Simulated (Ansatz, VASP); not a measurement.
## Na in VASP and in Ansatz

INCAR

```
ALGO = Normal
EDIFF = 1E-7
ENCUT = 520
GGA = CA
ISIF = 2
ISMEAR = 0
LASPH = True
LCHARG = False
LREAL = False
LWAVE = False
NBANDS = 10
NELM = 60
PREC = Accurate
SIGMA = 0.01
```

File KPOINTS:

```
k-points
0
Gamma
  9 9 9
```

POSCAR

```
Na
1.0
   -2.1171038106      2.1386641283      2.0902462859
    2.1959719019     -2.0897824202      2.1202326690
    2.1223861182      2.0950657211     -2.0413645777
Na
1
Direct
    0.0000000000      0.0000000000      0.0000000000
```

File input.yaml:

```yaml
crystal:
  lattice:
    - [-2.1171038106, 2.1386641283, 2.0902462859]
    - [2.1959719019, -2.0897824202, 2.120232669]
    - [2.1223861182, 2.0950657211, -2.0413645777]
  atoms:
    - { symbol: Na, position: [0.0, 0.0, 0.0] }
kpoints:
  mp_grid: { grid: [9, 9, 9] }
scf:
  occupations: { method: gaussian, width: 0.01 }
hamiltonian:
  xc: lda
  pseudopotentials: { kind: all_electron, lapw: { basis_error: 0.001 } }
output:
  forces: true
  stress: true
  eigenvalues: true
```

Change from the starting cell: volume scaled by 0.98.

Alike in both runs: task single point; functional LDA; k mesh 9 × 9 × 9; occupations gaussian, width 0.01 eV; no spin polarisation.

```csv
,VASP,Ansatz
version,VASP 6.6.1,Ansatz 0.2.0
potentials or method,"VASP PAW LDA potentials, release 64 (Na_pv), cutoff 520 eV","all-electron LAPW, scalar-relativistic"
```

|  | VASP | Ansatz | Ansatz less VASP |
| --- | --- | --- | --- |
| gap on the k mesh at the Fermi level (eV) | none | none | - |
| pressure (GPa) | -1.0 | -1.0 | +0.02 |
| traceless stress, the component that is largest in VASP (GPa) | -0.21 | -0.21 | +0.001 |

LDA's correlation is that of Perdew and Zunger in VASP and of Perdew and Wang (1992) in Ansatz. A gap of «none» marks a metal or a gap that the smearing closes. Ansatz ran all-electron here, and VASP with PAW potentials.
